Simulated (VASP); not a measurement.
Set up this calculation in VASP 6.6.1, as the native input.

- Task: relaxation of the atoms
- Functional: r2SCAN
- Potentials or basis: VASP PAW PBE potentials, release 64 (Zn, Au)
- Cutoff: 520 eV
- k mesh: 11 × 11 × 11
- Occupations: fermi-dirac, width 0.1 eV
- Spin: no spin polarisation
- Dipole correction: no
- Further INCAR settings: ALGO = Normal; EDIFF = 1e-07; IBRION = 2; EDIFFG = -0.01; NSW = 50

ZnAu:

```
CELL_PARAMETERS angstrom
3.10545 0.00000 0.00000
0.00000 3.10545 0.00000
0.00000 0.00000 3.10545
ATOMIC_POSITIONS crystal
Zn 0.50000 0.50000 0.50000
Au 0.00000 0.00000 0.00000
```

These files were run (other wordings do the same):

POSCAR

```
ZnAu
1.0
    3.1054471300      0.0000000000      0.0000000000
    0.0000000000      3.1054471300      0.0000000000
    0.0000000000      0.0000000000      3.1054471300
Zn Au
1 1
Direct
    0.5000000000      0.5000000000      0.5000000000
    0.0000000000      0.0000000000      0.0000000000
```

INCAR.step1

```
PREC = Accurate
ENCUT = 520
ISMEAR = -1
SIGMA = 0.1
LREAL = False
LASPH = True
NELM = 80
GGA = PE
ALGO = Normal
EDIFF = 1E-4
LWAVE = True
LCHARG = False
```

INCAR.step2

```
PREC = Accurate
ENCUT = 520
EDIFF = 1E-7
ISMEAR = -1
SIGMA = 0.1
LREAL = False
LASPH = True
NELM = 80
ALGO = Normal
ISIF = 2
LWAVE = False
LCHARG = False
METAGGA = R2SCAN
LMIXTAU = True
IBRION = 2
NSW = 50
EDIFFG = -0.01
ISTART = 1
```

KPOINTS

```
Automatic mesh
0
Gamma
  11 11 11
```

Potentials or basis: VASP PAW PBE potentials, release 64 (Zn, Au).

The run is started by

```sh
$ cat potpaw_PBE.64/Zn/POTCAR potpaw_PBE.64/Au/POTCAR > POTCAR
$ cp INCAR.step1 INCAR
$ mpirun -np 1 vasp_std > vasp.out
$ cp INCAR.step2 INCAR
$ mpirun -np 1 vasp_std > vasp.out
```

Results of the run:

| Quantity | Value |
| --- | --- |
| Pressure after relaxing | 6.7 GPa |
| Band gap on the k mesh | zero (an odd number of electrons rules out a gap without spin polarisation) |

Caveat: the relaxation stopped at its first step, so nothing moved; the PAW data sets were made with another functional, which shifts forces and pressure a little; spin-orbit coupling is left out, which moves the levels of the heavy elements.

Wall time 2 min on 1 thread of AMD EPYC 9R14 (Zen 4), with other jobs on the host, peak memory 0.13 GiB.
